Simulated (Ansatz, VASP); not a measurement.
One calculation of CoO, two programs

```
Co O
1.0
     0.00000    2.16283    2.16283
     2.16283    0.00000    2.16283
     2.16283    2.16283    0.00000
Co O
1 1
Direct
  0.00000 0.00000 0.00000
  0.50000 0.50000 0.50000
```

Alike in both runs: task single point; functional PBE; k mesh 10 × 10 × 10; occupations gaussian, width 0.05 eV; collinear spin; Hubbard terms Co d U = 3.3 eV.

|  | VASP | Ansatz |
| --- | --- | --- |
| version | VASP 6.6.1 | Ansatz 0.2.0 |
| potentials or method | VASP PAW PBE potentials, release 64 (Co_sv, O), cutoff 700 eV | scalar-relativistic, plane waves, PAW |
| valence electrons in the cell | 23 | 23 |

```tsv
	VASP	Ansatz	Ansatz less VASP
pressure (GPa)	-8.7	0.0	+8.68
net moment per atom (μB)	1.50	1.50	+0.001
size of the moment on the site where the two differ most (μB)	2.69	2.62	-0.075
```

Site moments also hang on the region over which each program counts them. The programs project onto different local orbitals, so the same U acts differently, and such runs can settle in different states. Ansatz's warnings: symmetry narrowed by occupation matrices.
